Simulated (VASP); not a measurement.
Be: single point with PBE

The system is Be.

```
Be
1.0
     0.00000    2.49711    2.49711
     2.49711    0.00000    2.49711
     2.49711    2.49711    0.00000
Be
2
Direct
  0.00000 0.00000 0.00000
  0.25000 0.25000 0.25000
```

This isn't the form of Be at room conditions, which is hcp.

- Program: VASP 6.6.1
- Task: single point
- Functional: PBE
- Potentials or basis: VASP PAW PBE potentials, release 64 (Be)
- Cutoff: 520 eV
- k mesh: 38 × 38 × 38
- Occupations: fermi-dirac, width 0.0612256 eV
- Spin: no spin polarisation
- Dipole correction: no
- Further INCAR settings: ALGO = Normal; EDIFF = 1e-07; NBANDS = 9

- Pressure: -2.3 GPa
- Band gap on the k mesh: zero (bands 2 and 3 overlap by 5.92 eV)

Levels at points of the mesh, in eV from the Fermi level:
```csv
k point,band 1,band 2,band 3,band 4,band 5,band 6
"(0.00, 0.00, 0.00)",-7.07,4.56,4.56,4.56,7.04,7.04
"(0.50, 0.00, 0.00)",-3.64,-3.32,2.91,2.91,8.19,8.19
"(0.50, 0.50, 0.00)",-2.36,-2.36,0.73,0.73,5.97,5.97
```

Run time: 8.8 min on 1 thread of Intel Xeon 8259CL, with other jobs on the host, peak memory 0.44 GiB.
